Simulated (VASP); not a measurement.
Input of a VASP 6.6.1 run:

The input INCAR:

```
PREC     = Accurate       # precision mode
ENCUT    = 520            # plane-wave cutoff, eV
EDIFF    = 1E-8           # SCF threshold, eV
ISMEAR   = -1             # smearing method
SIGMA    = 0.08           # smearing width, eV
LREAL    = False          # projectors in reciprocal space
LASPH    = True           # aspherical terms in the spheres
NELM     = 100            # most SCF steps
ALGO     = Normal         # electronic algorithm
ISIF     = 2              # what is computed and relaxed
LWAVE    = False          # write WAVECAR
LCHARG   = False          # write CHGCAR
GGA      = PE             # functional
LEFG     = True         
NBANDS   = 16             # bands
```

Contents of KPOINTS:

```
regular mesh
0
Gamma
  15 15 13
```

Contents of POSCAR:

```
TiB2
1.0
    3.0088673998      0.0000000000      0.0000000000
   -1.5044336999      2.6057556048      0.0000000000
    0.0000000000      0.0000000000      3.2067322330
Ti B
1 2
Direct
    0.0000000000      0.0000000000      0.0000000000
    0.3333333333      0.6666666667      0.5000000000
    0.6666666667      0.3333333333      0.5000000000
```

Potentials or basis: VASP PAW PBE potentials, release 64 (Ti_sv, B).

Run with:

```sh
$ cat potpaw_PBE.64/Ti_sv/POTCAR potpaw_PBE.64/B/POTCAR > POTCAR
$ mpirun -np 1 vasp_std > vasp.out
```

(1) Estimate the band gap on the k mesh.

(2) What does it give for the pressure?

## Answers

(1) zero (bands 9 and 10 overlap by 0.47 eV).

(2) 5.8 GPa.

Caveat: the cell stands under pressure; without QUAD_EFG the Cq values of the log hold for a quadrupole moment of 1 mb, not for the nuclei.
